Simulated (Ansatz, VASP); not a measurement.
**One calculation of C33O, two programs**

```
C O
1.0
     9.86400    0.00000    0.00000
    -4.93200    8.54247    0.00000
     0.00000    0.00000   13.00000
C O
33 1
Direct
  0.00168 0.99989 0.08047
  0.16818 0.08428 0.07130
  0.00120 0.25126 0.07132
  0.16758 0.33438 0.07082
  0.00086 0.50110 0.06733
  0.16760 0.58423 0.06765
  0.00250 0.75126 0.07220
  0.16844 0.83466 0.06606
  0.25127 0.00082 0.06766
  0.41802 0.08394 0.06718
  0.25130 0.25067 0.07079
  0.41768 0.33377 0.07123
  0.25068 0.50075 0.07122
  0.41718 0.58511 0.08025
  0.25042 0.75041 0.06596
  0.41637 0.83379 0.07184
  0.50080 0.00117 0.07070
  0.66821 0.08562 0.07192
  0.50116 0.25069 0.06763
  0.66736 0.33356 0.06605
  0.50206 0.50027 0.08036
  0.66598 0.57828 0.08520
  0.49518 0.74902 0.08479
  0.66148 0.84048 0.11171
  0.75296 0.00681 0.08491
  0.91684 0.08476 0.08040
  0.75161 0.25158 0.06603
  0.91775 0.33436 0.06772
  0.75074 0.49950 0.07218
  0.91810 0.58387 0.07100
  0.75738 0.74462 0.11224
  0.92372 0.83601 0.08527
  0.70903 0.79256 0.20581
  0.70840 0.79260 0.29818
```

Alike in both runs: functional PBE; dispersion D3(BJ); k mesh 2 × 2 × 1; occupations gaussian, width 0.05 eV; no spin polarisation.

Ansatz relaxed the structure, and its values are those at the end. VASP's run is a single point on that final structure, the one shown.

|  | VASP | Ansatz |
| --- | --- | --- |
| version | VASP 6.6.1 | Ansatz 0.2.0 |
| potentials or method | VASP PAW PBE potentials, release 64 (C, O), cutoff 520 eV | scalar-relativistic, plane waves, PAW |
| valence electrons in the cell | 138 | 138 |

VASP gave:

| Property | Result |
| --- | --- |
| rms of the force components (eV/Å) | 0.073 |

Estimate Ansatz's values.

rms of the force components (eV/Å): 0.008.

Ansatz's warnings: xc potential rough in thin density.

Noted on VASP's run: the standard files for N, O and F lose accuracy on very short bonds.
